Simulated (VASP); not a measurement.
A run of VASP 6.6.1:

Contents of POSCAR:

```
InPd
1.0
    3.2709081407      0.0000000000      0.0000000000
    0.0000000000      3.2709081407      0.0000000000
    0.0000000000      0.0000000000      3.2709081407
In Pd
1 1
Direct
    0.0000000000      0.0000000000      0.0000000000
    0.5000000000      0.5000000000      0.5000000000
```

File INCAR.step1:

```
ALGO = Normal ; EDIFF = 1E-5
ENCUT = 520 ; GGA = PE
ISIF = 2 ; ISMEAR = -1
LASPH = True ; LCHARG = False
LREAL = False ; LWAVE = True
NBANDS = 18 ; NELM = 80
PREC = Accurate ; SIGMA = 0.05
```

File INCAR.step2:

```
AEXX = 0.25 ; ALGO = Normal
EDIFF = 1E-7 ; ENCUT = 520
GGA = PE ; HFSCREEN = 0.3
ISIF = 2 ; ISMEAR = -1
ISTART = 1 ; LASPH = True
LCHARG = False ; LHFCALC = True
LREAL = False ; LWAVE = False
NBANDS = 18 ; NELM = 80
PREC = Accurate ; PRECFOCK = Normal
SIGMA = 0.05
```

File KPOINTS:

```
k-points
0
Gamma
  4 4 4
```

Potentials or basis: VASP PAW PBE potentials, release 64 (In_d, Pd).

Command:

```console
$ cat potpaw_PBE.64/In_d/POTCAR potpaw_PBE.64/Pd/POTCAR > POTCAR
$ cp INCAR.step1 INCAR
$ mpirun -np 1 vasp_std > vasp.out
$ cp INCAR.step2 INCAR
$ mpirun -np 1 vasp_std > vasp.out
```

Hardware: 1 thread of Intel(R) Xeon(R) Platinum 8375C CPU @ 2.90GHz (Ice Lake), with other jobs on the host.

**Question.** Estimate the wall time of this run.

**Answer.** It took 24 min on 1 thread of Intel(R) Xeon(R) Platinum 8375C CPU @ 2.90GHz (Ice Lake), on a shared host, peak memory 0.26 GiB. Counts: k points 10.
